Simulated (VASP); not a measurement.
V, 4 atoms in the cell. The cell holds a slab with vacuum, 4 atoms: a = 2.665 Å, b = 2.665 Å, c = 22.654 Å, α = 90.00°, β = 90.00°, γ = 90.00°. 

| Quantity | Value |
| --- | --- |
| Program | VASP 6.6.1 |
| Task | relaxation of the atoms |
| Functional | PBEsol |
| Potentials or basis | VASP PAW PBE potentials, release 64 (V_sv) |
| Cutoff | 520 eV |
| k mesh | 11 × 11 × 1 |
| Occupations | gaussian, width 0.1 eV |
| Spin | no spin polarisation |
| Dipole correction | yes |
| Atoms held fixed (from 0) | [0, 1] |
| Further INCAR settings | ALGO = Normal; EDIFF = 1e-07; IBRION = 2; EDIFFG = -0.03; NSW = 90 |

Potentials or basis: VASP PAW PBE potentials, release 64 (V_sv).

Launch:

```console
$ cat potpaw_PBE.64/V_sv/POTCAR > POTCAR
$ mpirun -np 1 vasp_std > vasp.out
```

Hardware: 1 thread of Intel(R) Xeon(R) Platinum 8259CL CPU @ 2.50GHz (Skylake/Cascade Lake), on a shared host.

Problem. How long does it take, and how much memory?

Solution. Wall time 12 min on 1 thread of Intel(R) Xeon(R) Platinum 8259CL CPU @ 2.50GHz (Skylake/Cascade Lake), with other jobs on the host, peak memory 0.29 GiB. Counts: scf iterations 123, k points 21, ion steps 8.
